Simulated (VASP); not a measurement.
A run of VASP 6.6.1 is set up as follows.

The input INCAR:

```
PREC = Accurate ; ENCUT = 520
EDIFF = 1E-6 ; ISMEAR = 0
SIGMA = 0.1 ; LREAL = False
LASPH = True ; NELM = 100
ALGO = Normal ; ISIF = 2
LWAVE = False ; LCHARG = False
GGA = PE ; NBANDS = 27
```

KPOINTS

```
regular mesh
0
Gamma
  6 6 6
```

Contents of POSCAR:

```
Ga2C3
1.0
    1.2925394999      0.7462480282     11.5412999701
   -1.2925394999      0.7462480282     11.5412999701
    0.0000000000     -1.4924960564     11.5412999700
Ga C
2 3
Direct
    0.3832056885      0.3832056885      0.3832056885
    0.6167943115      0.6167943115      0.6167943115
    0.0000000000      0.0000000000      0.0000000000
    0.1666715299      0.1666715299      0.1666715299
    0.8333284701      0.8333284701      0.8333284701
```

Potentials or basis: VASP PAW PBE potentials, release 64 (Ga_d, C).

Launch:

```bash
$ cat potpaw_PBE.64/Ga_d/POTCAR potpaw_PBE.64/C/POTCAR > POTCAR
$ mpirun -np 1 vasp_std > vasp.out
```

(1) Predict the band gap on the k mesh.

(2) Predict the largest force.

(3) What does it give for the pressure?

## Answers

(1) zero (band 19 reaches 7.56 eV, above the bottom of band 20 at 4.26 eV).

(2) 0.007 eV/Å.

(3) 0.4 GPa.

Caveat: the k points lie up to 0.47 Å⁻¹ apart.
